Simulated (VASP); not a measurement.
# Sn (Fd-3m) in VASP: further runs

Runs on Sn. Level: PBEsol. Tasks: single point.

Program: VASP 6.6.1. These are calculated values, not measurements. Logs are shortened: lines on timing, memory, paths and dates and some standing lists are left out, and cuts for length are marked.

## 1. The cell of the first run

It takes space group Fd-3m (No. 227, cubic). The conventional cell has a = 6.396 Å, b = 6.396 Å, c = 6.396 Å, α = 90.00°, β = 90.00°, γ = 90.00°. Within 3.7 Å of Sn (site symmetry -43m) lie 4 Sn at 2.77 Å.

## 2. Single point, PBEsol (strained)

The input, INCAR:

```
ALGO     = Normal         # electronic algorithm
EDIFF    = 1E-6           # SCF threshold, eV
ENCUT    = 520            # plane-wave cutoff, eV
GGA      = PS             # functional
ISIF     = 2              # what is computed and relaxed
ISMEAR   = 0              # smearing method
LASPH    = T              # aspherical terms in the spheres
LCHARG   = F              # write CHGCAR
LREAL    = F              # projectors in reciprocal space
LWAVE    = F              # write WAVECAR
NBANDS   = 21             # bands
NELM     = 60             # most SCF steps
PREC     = Accurate       # precision mode
SIGMA    = 0.1            # smearing width, eV
```

The input, KPOINTS:

```
k-points
0
Gamma
  12 12 12
```

The input, POSCAR:

```
Sn
1.0
    0.0000000000      3.1981817840      3.1981817840
    3.1981817840      0.0000000000      3.1981817840
    3.1981817840      3.1981817840      0.0000000000
Sn
2
Direct
    0.5000000000      0.5000000000      0.5000000000
    0.7500000000      0.7500000000      0.7500000000
```

Potentials or basis: VASP PAW PBE potentials, release 64 (Sn_d).

Run with:

```sh
cat potpaw_PBE.64/Sn_d/POTCAR > POTCAR
mpirun -np 1 vasp_std > vasp.out
```

OUTCAR:

```text
EDIFF = 1E-6
   ENCUT = 520
   GGA = PS
   ISIF = 2
   ISMEAR = 0
   LASPH = T
   LREAL = F
   NELM = 60
   PREC = Accurate

 ion  position               nearest neighbor table
   1  0.500  0.500  0.500-   2 2.77   2 2.77   2 2.77   2 2.77
   2  0.750  0.750  0.750-   1 2.77   1 2.77   1 2.77   1 2.77

  LATTYP: Found a face centered cubic cell.
 ALAT       =     6.3963635680

  Lattice vectors:

 A1 = (   0.0000000000,   3.1981817840,   3.1981817840)
 A2 = (   3.1981817840,   0.0000000000,   3.1981817840)
 A3 = (   3.1981817840,   3.1981817840,   0.0000000000)

Analysis of symmetry for initial positions (statically):
=====================================================================
 Subroutine PRICEL returns:
 Original cell was already a primitive cell.

 Routine SETGRP: Setting up the symmetry group for a
 face centered cubic supercell.

 Subroutine GETGRP returns: Found 48 space group operations
 (whereof 24 operations were pure point group operations)
 out of a pool of 48 trial point group operations.

The static configuration has the point symmetry T_d .
 The point group associated with its full space group is O_h .

Analysis of symmetry for dynamics (positions and initial velocities):
=====================================================================
 Subroutine PRICEL returns:
 Original cell was already a primitive cell.

 Routine SETGRP: Setting up the symmetry group for a
 face centered cubic supercell.

 Subroutine GETGRP returns: Found 48 space group operations
 (whereof 24 operations were pure point group operations)
 out of a pool of 48 trial point group operations.

The dynamic configuration has the point symmetry T_d .
 The point group associated with its full space group is O_h .

 Subroutine INISYM returns: Found 48 space group operations
 (whereof 24 operations are pure point group operations),
 and found     1 'primitive' translations

----------------------------------------------------------------------------------------

                                     Primitive cell

  volume of cell :      65.4244

  direct lattice vectors                    reciprocal lattice vectors
     0.000000000  3.198181784  3.198181784    -0.156338831  0.156338831  0.156338831
     3.198181784  0.000000000  3.198181784     0.156338831 -0.156338831  0.156338831
     3.198181784  3.198181784  0.000000000     0.156338831  0.156338831 -0.156338831

  length of vectors
     4.522912054  4.522912054  4.522912054     0.270786798  0.270786798  0.270786798

  position of ions in fractional coordinates (direct lattice)
     0.500000000  0.500000000  0.500000000
     0.750000000  0.750000000  0.750000000

  ion indices of the primitive-cell ions
   primitive index   ion index
                 1           1
                 2           2

----------------------------------------------------------------------------------------

 KPOINTS: k-points

Automatic generation of k-mesh.
 Grid dimensions read from file:
 generate k-points for:   12   12   12

 Generating k-lattice:

  Cartesian coordinates                     Fractional coordinates (reciprocal lattice)
    -0.013028236  0.013028236  0.013028236     0.083333333  0.000000000  0.000000000
     0.013028236 -0.013028236  0.013028236     0.000000000  0.083333333  0.000000000
     0.013028236  0.013028236 -0.013028236     0.000000000  0.000000000  0.083333333

  Length of vectors
     0.022565566  0.022565566  0.022565566

  Shift w.r.t. Gamma in fractional coordinates (k-lattice)
     0.000000000  0.000000000  0.000000000

 Subroutine IBZKPT returns following result:
 ===========================================

 Found     72 irreducible k-points:

 Following reciprocal coordinates:
            Coordinates               Weight
  0.000000  0.000000  0.000000      1.000000
  0.083333  0.000000  0.000000      8.000000
  0.166667  0.000000  0.000000      8.000000
  0.250000  0.000000  0.000000      8.000000
  0.333333  0.000000  0.000000      8.000000
  0.416667  0.000000  0.000000      8.000000
[... 16 lines left out ...]
  0.500000  0.166667  0.000000     24.000000
 -0.416667  0.166667  0.000000     24.000000
 [... further k-points ...]
   k-points           NKPTS =     72   k-points in BZ     NKDIM =     72   number of bands    NBANDS=     21
   number of dos      NEDOS =    301   number of ions     NIONS =      2
   total plane-waves  NPLWV =  46656
   dimension x,y,z NGX =    36 NGY =   36 NGZ =   36
   dimension x,y,z NGXF=    72 NGYF=   72 NGZF=   72
   ions per type =               2
   NGX,Y,Z   is equivalent  to a cutoff of  13.23, 13.23, 13.23 a.u.
   NGXF,Y,Z  is equivalent  to a cutoff of  26.46, 26.46, 26.46 a.u.
 SYSTEM =  unknown system
   PREC   = accura    normal or accurate (medium, high low for compatibility)
   ISTART =      0    job   : 0-new  1-cont  2-samecut
   ICHARG =      2    charge: 1-file 2-atom 10-const
   ISPIN  =      1    spin polarized calculation?
   LNONCOLLINEAR =      F non collinear calculations
   LSORBIT =      F    spin-orbit coupling
   LASPH  =      T    aspherical Exc in radial PAW
   ENCUT  =  520.0 eV  38.22 Ry    6.18 a.u.   8.41  8.41  8.41*2*pi/ulx,y,z
   NELM   =     60;   NELMIN=  2; NELMDL= -5     # of ELM steps
   EDIFF  = 0.1E-05   stopping-criterion for ELM
   LREAL  =      F    real-space projection
   EDIFFG = 0.1E-04   stopping-criterion for IOM
   NSW    =      0    number of steps for IOM
   IBRION =     -1    ionic relax: 0-MD 1-quasi-New 2-CG
   NFREE  =      0    steps in history (QN), initial steepest desc. (CG)
   ISIF   =      2    stress and relaxation
   ISYM   =      2    0-nonsym 1-usesym 2-fastsym
   POTIM  = 0.5000    time-step for ionic-motion
   TEBEG  =    0.0;   TEEND  =   0.0 temperature during run
   PSTRESS=    0.0 pullay stress
   NELECT =      28.0000    total number of electrons
   NUPDOWN=      -1.0000    fix difference up-down
   EMIN   =  10.00;   EMAX   =-10.00  energy-range for DOS
   EFERMI =   0.00;   METHOD = LEGACY
   ISMEAR =     0;   SIGMA  =   0.10  broadening in eV -4-tet -1-fermi 0-gaus
   EFERMI_NEDOS =   21; number of points for ismear=-14 and -15
   IALGO  =     38    algorithm
   IMIX   =      4    mixing-type and parameters
     AMIX     =   0.40;   BMIX     =  1.00
     AMIX_MAG =   1.60;   BMIX_MAG =  1.00
  volume/ion in A,a.u.               =      32.71       220.75
  Fermi-wavevector in a.u.,A,eV,Ry     =   1.233714  2.331381 20.708738  1.522049
  Thomas-Fermi vector in A             =   2.368433
   LORBIT       =      0    0 simple, 1 ext, 2 COOP (PROOUT), +10 PAW based schemes
   GGA     = PS    functional components
   LHFCALC =     F    Hartree Fock is set to
   AEXX    =    0.0000 exact exchange contribution
   IVDW    =     0    specifies the selected vdW correction
   LEPSILON=     F    determine dielectric tensor
   LRPA    =     F    only Hartree local field effects (RPA)
 non-spin polarized calculation
 Gauss-broadening in eV      SIGMA  =   0.10
  energy-cutoff  :      520.00
  volume of cell :       65.42
 maximum number of plane-waves:      1807
 NGX is ok and might be reduce to    36
   NGX = 17   NGY = 17   NGZ = 17

 number of electron      28.0000008 magnetization

 Free energy of the ion-electron system (eV)
  ---------------------------------------------------
  ext. energy  EPLUGINS =         0.00000000
  ---------------------------------------------------
  free energy    TOTEN  =        -8.42320435 eV

  energy without entropy =       -8.42239419  energy(sigma->0) =       -8.42279927

 E-fermi :   5.9838     XC(G=0):  -9.2574

 val. band max:        5.8928473011   @ k =   0.0833   0.0000   0.0000
 cond. band min:       5.9845905555   @ k =   0.5000   0.0000   0.0000
 fundamental gap:      0.0917432543
 Fermi energy:         5.9837935579

 k-point     1 :       0.0000    0.0000    0.0000
  band No.  band energies     occupation
      1     -15.7336      2.00000
      2     -15.7336      2.00000
      3     -15.7336      2.00000
      4     -15.6669      2.00000
      5     -15.6669      2.00000
      6     -15.3174      2.00000
[... 13 lines left out ...]
     20      14.0380      0.00000
     21      14.0381      0.00000

 k-point     2 :       0.0833    0.0000    0.0000
  band No.  band energies     occupation
      1     -15.7400      2.00000
      2     -15.7400      2.00000
      3     -15.7317      2.00000
      4     -15.6581      2.00000
      5     -15.6581      2.00000
      6     -15.3310      2.00000
[... 13 lines left out ...]
     20      13.3373      0.00000
     21      13.3373      0.00000

 k-point     3 :       0.1667    0.0000    0.0000
  band No.  band energies     occupation
      1     -15.7521      2.00000
      2     -15.7521      2.00000
      3     -15.7265      2.00000
      4     -15.6398      2.00000
      5     -15.6398      2.00000
      6     -15.3492      2.00000
[... 13 lines left out ...]
     20      12.8686      0.00000
     21      12.8686      0.00000

 k-point     4 :       0.2500    0.0000    0.0000
  band No.  band energies     occupation
      1     -15.7626      2.00000
      2     -15.7626      2.00000
      3     -15.7193      2.00000
      4     -15.6215      2.00000
      5     -15.6215      2.00000
      6     -15.3646      2.00000
[... 13 lines left out ...]
     20      12.8459      0.00000
     21      12.8459      0.00000

 k-point     5 :       0.3333    0.0000    0.0000
  band No.  band energies     occupation
      1     -15.7695      2.00000
      2     -15.7695      2.00000
      3     -15.7118      2.00000
      4     -15.6080      2.00000
      5     -15.6080      2.00000
      6     -15.3748      2.00000
[... 13 lines left out ...]
     20      13.3292      0.00000
     21      13.3292      0.00000
[... 382 lines left out ...]
     20      13.6552      0.00000
     21      14.3766      0.00000

 k-point    22 :       0.4167    0.1667    0.0000
  band No.  band energies     occupation
      1     -15.7935      2.00000
      2     -15.7745      2.00000
      3     -15.6929      2.00000
      4     -15.5918      2.00000
      5     -15.5594      2.00000
      6     -15.4504      2.00000
[... 13 lines left out ...]
     20      14.4376      0.00000
     21      14.9688      0.00000

 k-point    23 :       0.5000    0.1667    0.0000
  band No.  band energies     occupation
      1     -15.8003      2.00000
      2     -15.7800      2.00000
      3     -15.6754      2.00000
      4     -15.5773      2.00000
      5     -15.5644      2.00000
      6     -15.4400      2.00000
[... 13 lines left out ...]
     20      14.7761      0.00000
     21      14.9655      0.00000

 k-point    24 :      -0.4167    0.1667    0.0000
  band No.  band energies     occupation
      1     -15.8010      2.00000
      2     -15.7835      2.00000
      3     -15.6667      2.00000
      4     -15.5787      2.00000
      5     -15.5672      2.00000
      6     -15.4183      2.00000
[... 13 lines left out ...]
     20      13.8726      0.00000
     21      14.0244      0.00000

 [... further k-points ...]
[... 5 lines left out ...]
  --------------------------------------------------------------------------------------
  -------------------------------------------------------------------------------------
  Total        1.2987950      1.2987950      1.2987950      0.0000000     -0.0000000     -0.0000000
  in kB       31.8061991     31.8061991     31.8061991      0.0000000     -0.0000000     -0.0000000
  external PRESSURE =      31.8061991 kB  Pullay stress =       0.0000000 kB

 VOLUME and BASIS-vectors are now :
 -----------------------------------------------------------------------------
  energy-cutoff  :      520.00
  volume of cell :       65.42
      direct lattice vectors                 reciprocal lattice vectors
     0.000000000  3.198181784  3.198181784    -0.156338831  0.156338831  0.156338831
     3.198181784  0.000000000  3.198181784     0.156338831 -0.156338831  0.156338831
     3.198181784  3.198181784  0.000000000     0.156338831  0.156338831 -0.156338831

 POSITION                                       TOTAL-FORCE (eV/Angst)
 -----------------------------------------------------------------------------------
      3.19818      3.19818      3.19818        -0.000000     -0.000000     -0.000000
      4.79727      4.79727      4.79727         0.000000      0.000000      0.000000
 -----------------------------------------------------------------------------------
    total drift:                                0.000000      0.000000      0.000000

  FREE ENERGIE OF THE ION-ELECTRON SYSTEM (eV)
  ---------------------------------------------------
  free  energy   TOTEN  =        -8.4232043509 eV

  energy  without entropy=       -8.4223941864  energy(sigma->0) =       -8.42279927
```

Run time: 69 s. Hardware: 1 thread of Intel Xeon Platinum 8488C (Sapphire Rapids), shared host; peak memory 0.24 GiB.

What came out:

```
Free energy            : -8.4232 eV
Pressure               : 3.2 GPa
Band gap on the k mesh : zero (band 14 reaches 6.05 eV, above the bottom of band 15 at 5.98 eV)
```

Caveat: the cell differs from its parent crystal (strained); the PAW data sets were made with another functional, which shifts forces and pressure a little; spin-orbit coupling is left out, which moves the levels of the heavy elements.

(Part 1 of 2 ends here.)
